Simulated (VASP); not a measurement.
# SiNi (P2_13) in VASP: relaxation of cell and atoms with r2SCAN

Aim: the relaxation of cell and atoms of SiNi with r2SCAN.

Everything below comes from runs of VASP 6.6.1. Logs are shortened: lines on timing, memory, paths and dates and some standing lists are left out, and cuts for length are marked.

### 1 The cell of the first run

The structure is cubic, space group P2_13 (No. 198). The conventional cell has a = 4.519 Å, b = 4.519 Å, c = 4.519 Å, α = 90.00°, β = 90.00°, γ = 90.00°. Within 3.1 Å of Si (site symmetry 3) lie 7 Ni at 2.37 to 2.45 Å and 6 Si at 2.79 Å. Within 3.1 Å of Ni (site symmetry 3) lie 7 Si at 2.37 to 2.45 Å and 6 Ni at 2.78 Å.

### 2 Relaxation of cell and atoms, r2SCAN

The input, POSCAR:

```
SiNi
1.0
    4.5186046085      0.0000000000      0.0000000000
    0.0000000000      4.5186046085      0.0000000000
    0.0000000000      0.0000000000      4.5186046085
Si Ni
4 4
Direct
    0.6535143069      0.1535143069      0.3464856931
    0.1535143069      0.3464856931      0.6535143069
    0.3464856931      0.6535143069      0.1535143069
    0.8464856931      0.8464856931      0.8464856931
    0.3510316317      0.8510316317      0.6489683683
    0.8510316317      0.6489683683      0.3510316317
    0.6489683683      0.3510316317      0.8510316317
    0.1489683683      0.1489683683      0.1489683683
```

The input, INCAR.step1:

```
  PREC = Accurate
  ENCUT = 600
  ISMEAR = 0
  SIGMA = 0.1
  LREAL = F
  LASPH = T
  NELM = 80
  GGA = PE
  ALGO = Normal
  EDIFF = 1E-4
  LWAVE = T
  LCHARG = F
```

The input, INCAR.step2:

```
  PREC = Accurate
  ENCUT = 600
  EDIFF = 1E-7
  ISMEAR = 0
  SIGMA = 0.1
  LREAL = F
  LASPH = T
  NELM = 80
  ALGO = Normal
  ISIF = 3
  LWAVE = F
  LCHARG = F
  METAGGA = R2SCAN
  LMIXTAU = T
  IBRION = 2
  NSW = 70
  EDIFFG = -0.005
  ISTART = 1
```

The input, KPOINTS:

```
regular mesh
0
Gamma
  8 8 8
```

Potentials or basis: VASP PAW PBE potentials, release 64 (Si, Ni).

The run is started by

```sh
cat potpaw_PBE.64/Si/POTCAR potpaw_PBE.64/Ni/POTCAR > POTCAR
cp INCAR.step1 INCAR
mpirun -np 1 vasp_std > vasp.out
cp INCAR.step2 INCAR
mpirun -np 1 vasp_std > vasp.out
```

OUTCAR:

```text
PREC = Accurate
   ENCUT = 600
   EDIFF = 1E-7
   ISMEAR = 0
   LREAL = F
   LASPH = T
   NELM = 80
   ISIF = 3
   METAGGA = R2SCAN
   IBRION = 2
   NSW = 70
   EDIFFG = -0.005
   ISTART = 1

 ion  position               nearest neighbor table
   1  0.654  0.154  0.346-   5 2.37   6 2.41   7 2.41   8 2.41   7 2.45   6 2.45   8 2.45   2 2.79
                             4 2.79   3 2.79   3 2.79   2 2.79   4 2.79
   2  0.154  0.346  0.654-   6 2.37   5 2.41   7 2.41   8 2.41   5 2.45   8 2.45   7 2.45   1 2.79
                             3 2.79   3 2.79   4 2.79   1 2.79   4 2.79
   3  0.346  0.654  0.154-   7 2.37   6 2.41   5 2.41   8 2.41   6 2.45   5 2.45   8 2.45   1 2.79
                             2 2.79   2 2.79   1 2.79   4 2.79   4 2.79
   4  0.846  0.846  0.846-   8 2.37   6 2.41   7 2.41   5 2.41   7 2.45   6 2.45   5 2.45   2 2.79
                             3 2.79   1 2.79   1 2.79   2 2.79   3 2.79
   5  0.351  0.851  0.649-   1 2.37   2 2.41   3 2.41   4 2.41   3 2.45   2 2.45   4 2.45   8 2.78
                             8 2.78   6 2.78   7 2.78   7 2.78   6 2.78
   6  0.851  0.649  0.351-   2 2.37   1 2.41   3 2.41   4 2.41   1 2.45   4 2.45   3 2.45   8 2.78
                             5 2.78   7 2.78   8 2.78   7 2.78   5 2.78
   7  0.649  0.351  0.851-   3 2.37   2 2.41   1 2.41   4 2.41   2 2.45   1 2.45   4 2.45   8 2.78
                             5 2.78   6 2.78   6 2.78   5 2.78   8 2.78
   8  0.149  0.149  0.149-   4 2.37   2 2.41   3 2.41   1 2.41   3 2.45   2 2.45   1 2.45   5 2.78
                             6 2.78   7 2.78   5 2.78   6 2.78   7 2.78

  LATTYP: Found a simple cubic cell.
 ALAT       =     4.5186046085

  Lattice vectors:

 A1 = (   4.5186046085,   0.0000000000,   0.0000000000)
 A2 = (   0.0000000000,   4.5186046085,   0.0000000000)
 A3 = (   0.0000000000,   0.0000000000,   4.5186046085)

Analysis of symmetry for initial positions (statically):
=====================================================================
 Subroutine PRICEL returns:
 Original cell was already a primitive cell.

 Routine SETGRP: Setting up the symmetry group for a
 simple cubic supercell.

 Subroutine GETGRP returns: Found 12 space group operations
 (whereof  3 operations were pure point group operations)
 out of a pool of 48 trial point group operations.

The static configuration has the point symmetry C_3 .
 The point group associated with its full space group is T   .

Analysis of symmetry for dynamics (positions and initial velocities):
=====================================================================
 Subroutine PRICEL returns:
 Original cell was already a primitive cell.

 Routine SETGRP: Setting up the symmetry group for a
 simple cubic supercell.

 Subroutine GETGRP returns: Found 12 space group operations
 (whereof  3 operations were pure point group operations)
 out of a pool of 48 trial point group operations.

The dynamic configuration has the point symmetry C_3 .
 The point group associated with its full space group is T   .

 Subroutine INISYM returns: Found 12 space group operations
 (whereof  3 operations are pure point group operations),
 and found     1 'primitive' translations

----------------------------------------------------------------------------------------

                                     Primitive cell

  volume of cell :      92.2599

  direct lattice vectors                    reciprocal lattice vectors
     4.518604608  0.000000000  0.000000000     0.221307259  0.000000000  0.000000000
     0.000000000  4.518604608  0.000000000     0.000000000  0.221307259  0.000000000
     0.000000000  0.000000000  4.518604608     0.000000000  0.000000000  0.221307259

  length of vectors
     4.518604608  4.518604608  4.518604608     0.221307259  0.221307259  0.221307259

  position of ions in fractional coordinates (direct lattice)
     0.653514307  0.153514307  0.346485693
     0.153514307  0.346485693  0.653514307
     0.346485693  0.653514307  0.153514307
     0.846485693  0.846485693  0.846485693
     0.351031632  0.851031632  0.648968368
     0.851031632  0.648968368  0.351031632
     0.648968368  0.351031632  0.851031632
     0.148968368  0.148968368  0.148968368

  ion indices of the primitive-cell ions
   primitive index   ion index
                 1           1
                 2           2
                 3           3
                 4           4
                 5           5
                 6           6
                 7           7
                 8           8

----------------------------------------------------------------------------------------

 KPOINTS: regular mesh

Automatic generation of k-mesh.
 Grid dimensions read from file:
 generate k-points for:    8    8    8

 Generating k-lattice:

  Cartesian coordinates                     Fractional coordinates (reciprocal lattice)
     0.027663407  0.000000000  0.000000000     0.125000000  0.000000000  0.000000000
     0.000000000  0.027663407  0.000000000     0.000000000  0.125000000  0.000000000
     0.000000000  0.000000000  0.027663407     0.000000000  0.000000000  0.125000000

  Length of vectors
     0.027663407  0.027663407  0.027663407

  Shift w.r.t. Gamma in fractional coordinates (k-lattice)
     0.000000000  0.000000000  0.000000000

 Subroutine IBZKPT returns following result:
 ===========================================

 Found     45 irreducible k-points:

 Following reciprocal coordinates:
            Coordinates               Weight
  0.000000  0.000000  0.000000      1.000000
  0.125000  0.000000  0.000000      6.000000
  0.250000  0.000000  0.000000      6.000000
  0.375000  0.000000  0.000000      6.000000
  0.500000  0.000000  0.000000      3.000000
  0.125000  0.125000  0.000000     12.000000
[... 16 lines left out ...]
  0.250000  0.125000  0.125000     24.000000
  0.375000  0.125000  0.125000     24.000000
 [... further k-points ...]
   k-points           NKPTS =     45   k-points in BZ     NKDIM =     45   number of bands    NBANDS=     33
   number of dos      NEDOS =    301   number of ions     NIONS =      8
   total plane-waves  NPLWV =  46656
   dimension x,y,z NGX =    36 NGY =   36 NGZ =   36
   dimension x,y,z NGXF=    72 NGYF=   72 NGZF=   72
   ions per type =               4   4
   NGX,Y,Z   is equivalent  to a cutoff of  13.24, 13.24, 13.24 a.u.
   NGXF,Y,Z  is equivalent  to a cutoff of  26.49, 26.49, 26.49 a.u.
 SYSTEM =  unknown system
   PREC   = accura    normal or accurate (medium, high low for compatibility)
   ISTART =      1    job   : 0-new  1-cont  2-samecut
   ICHARG =      0    charge: 1-file 2-atom 10-const
   ISPIN  =      1    spin polarized calculation?
   LNONCOLLINEAR =      F non collinear calculations
   LSORBIT =      F    spin-orbit coupling
   LASPH  =      T    aspherical Exc in radial PAW
   ENCUT  =  600.0 eV  44.10 Ry    6.64 a.u.   9.02  9.02  9.02*2*pi/ulx,y,z
   NELM   =     80;   NELMIN=  2; NELMDL=  0     # of ELM steps
   EDIFF  = 0.1E-06   stopping-criterion for ELM
   LREAL  =      F    real-space projection
   EDIFFG = -.5E-02   stopping-criterion for IOM
   NSW    =     70    number of steps for IOM
   IBRION =      2    ionic relax: 0-MD 1-quasi-New 2-CG
   NFREE  =      1    steps in history (QN), initial steepest desc. (CG)
   ISIF   =      3    stress and relaxation
   ISYM   =      2    0-nonsym 1-usesym 2-fastsym
   POTIM  = 0.5000    time-step for ionic-motion
   TEBEG  =    0.0;   TEEND  =   0.0 temperature during run
   PSTRESS=    0.0 pullay stress
   NELECT =      56.0000    total number of electrons
   NUPDOWN=      -1.0000    fix difference up-down
   EMIN   =  10.00;   EMAX   =-10.00  energy-range for DOS
   EFERMI =   0.00;   METHOD = LEGACY
   ISMEAR =     0;   SIGMA  =   0.10  broadening in eV -4-tet -1-fermi 0-gaus
   EFERMI_NEDOS =   21; number of points for ismear=-14 and -15
   IALGO  =     38    algorithm
   IMIX   =      4    mixing-type and parameters
     AMIX     =   0.40;   BMIX     =  1.00
     AMIX_MAG =   1.60;   BMIX_MAG =  1.00
  volume/ion in A,a.u.               =      11.53        77.83
  Fermi-wavevector in a.u.,A,eV,Ry     =   1.386117  2.619381 26.141143  1.921320
  Thomas-Fermi vector in A             =   2.510463
   LORBIT       =      0    0 simple, 1 ext, 2 COOP (PROOUT), +10 PAW based schemes
   METAGGA = R2SCAN    functional components
   LHFCALC =     F    Hartree Fock is set to
   AEXX    =    0.0000 exact exchange contribution
   IVDW    =     0    specifies the selected vdW correction
   LEPSILON=     F    determine dielectric tensor
   LRPA    =     F    only Hartree local field effects (RPA)
 conjugate gradient relaxation of ions
 non-spin polarized calculation
 Gauss-broadening in eV      SIGMA  =   0.10
  energy-cutoff  :      600.00
  volume of cell :       92.26
 maximum number of plane-waves:      3112
   NGX = 19   NGY = 19   NGZ = 19

--------------------------------------- Ionic step        1  -------------------------------------------

 number of electron      56.0000006 magnetization

 Free energy of the ion-electron system (eV)
  ---------------------------------------------------
  ext. energy  EPLUGINS =         0.00000000
  ---------------------------------------------------
  free energy    TOTEN  =       -85.79706358 eV

  energy without entropy =      -85.78669072  energy(sigma->0) =      -85.79187715

------------------------ aborting loop because EDIFF is reached ----------------------------------------

  FORCE on cell =-STRESS in cart. coord.  units (eV):
  Direction    XX          YY          ZZ          XY          YZ          ZX
  --------------------------------------------------------------------------------------
  -------------------------------------------------------------------------------------
  Total       -3.8517102     -3.8517102     -3.8517102     -0.0000000      0.0000000      0.0000000
  in kB      -66.8884552    -66.8884552    -66.8884552     -0.0000000      0.0000000      0.0000000
  external PRESSURE =     -66.8884552 kB  Pullay stress =       0.0000000 kB
[... 237 lines left out ...]
  energy  without entropy=      -85.8572665576  energy(sigma->0) =      -85.86255605

--------------------------------------- Ionic step        7  -------------------------------------------

 number of electron      56.0000019 magnetization

 Free energy of the ion-electron system (eV)
  ---------------------------------------------------
  ext. energy  EPLUGINS =         0.00000000
  ---------------------------------------------------
  free energy    TOTEN  =       -85.86792042 eV

  energy without entropy =      -85.85733295  energy(sigma->0) =      -85.86262668

 E-fermi :  12.3093     XC(G=0): -13.7002

 val. band max:       12.2771774094   @ k =  -0.1250   0.3750   0.0000
 cond. band min:      12.3455655411   @ k =   0.2500   0.2500   0.0000
 fundamental gap:      0.0683881317
 Fermi energy:        12.3092777509

 k-point     1 :       0.0000    0.0000    0.0000
  band No.  band energies     occupation
      1      -2.9332      2.00000
      2       2.8871      2.00000
      3       2.8871      2.00000
      4       2.8871      2.00000
      5       5.4978      2.00000
      6       5.4978      2.00000
[... 853 lines left out ...]
     32      14.1126      0.00000
     33      14.6564      0.00000

 [... further k-points ...]

------------------------ aborting loop because EDIFF is reached ----------------------------------------

  FORCE on cell =-STRESS in cart. coord.  units (eV):
  Direction    XX          YY          ZZ          XY          YZ          ZX
  --------------------------------------------------------------------------------------
  -------------------------------------------------------------------------------------
  Total       -0.0007644     -0.0007644     -0.0007644      0.0000000      0.0000000      0.0000000
  in kB       -0.0137588     -0.0137588     -0.0137588      0.0000000      0.0000000      0.0000000
  external PRESSURE =      -0.0137588 kB  Pullay stress =       0.0000000 kB
[... 23 lines left out ...]
  FREE ENERGIE OF THE ION-ELECTRON SYSTEM (eV)
  ---------------------------------------------------
  free  energy   TOTEN  =       -85.8679204191 eV

  energy  without entropy=      -85.8573329456  energy(sigma->0) =      -85.86262668

 reached required accuracy - stopping structural energy minimisation
```

It took 58 min on 1 thread of Oxide Virtual Turin-like, shared host; peak memory 0.28 GiB.

Results:

| Quantity | Value |
| --- | --- |
| Free energy | -85.8679 eV |
| Relaxed volume | 11.13 Å³/atom |
| Relaxed cell | a = 4.465 Å, b = 4.465 Å, c = 4.465 Å, α = 90.00°, β = 90.00°, γ = 90.00° |
| Space group after relaxing (to 0.1 Å) | P2_13 (No. 198) |
| Energy gained by relaxing | 8.9 meV/atom |
| Ionic steps | 7 |
| Pressure after relaxing | 0.0 GPa |
| Band gap on the k mesh | zero (bands 28 and 29 overlap by 1.34 eV) |

Step by step:
| step | energy change (eV) | largest force (eV/Å) | pressure (GPa) | volume (Å³) |
| --- | --- | --- | --- | --- |
| 1 | 0.0000 | 0.0414 | -6.69 | 92.26 |
| 2 | -0.0007 | 0.0496 | 7.66 | 85.98 |
| 3 | -0.0706 | 0.0343 | -0.02 | 89.02 |
| 4 | -0.0706 | 0.0347 | 0.13 | 88.96 |
| 5 | -0.0708 | 0.0164 | -0.13 | 89.06 |
| 6 | -0.0708 | 0.0150 | -0.13 | 89.07 |
| 7 | -0.0709 | 0.0010 | 0.00 | 89.01 |

Final structure:
```xyz
8
Lattice="4.4649 0.0000 0.0000 0.0000 4.4649 0.0000 0.0000 0.0000 4.4649" Properties=species:S:1:pos:R:3 pbc="T T T"
Si    2.9160    0.6835    1.5489
Si    0.6835    1.5489    2.9160
Si    1.5489    2.9160    0.6835
Si    3.7813    3.7813    3.7813
Ni    1.5682    3.8007    2.8966
Ni    3.8007    2.8966    1.5682
Ni    2.8966    1.5682    3.8007
Ni    0.6642    0.6642    0.6642
```

Caveat: the PAW data sets were made with another functional, which shifts forces and pressure a little.
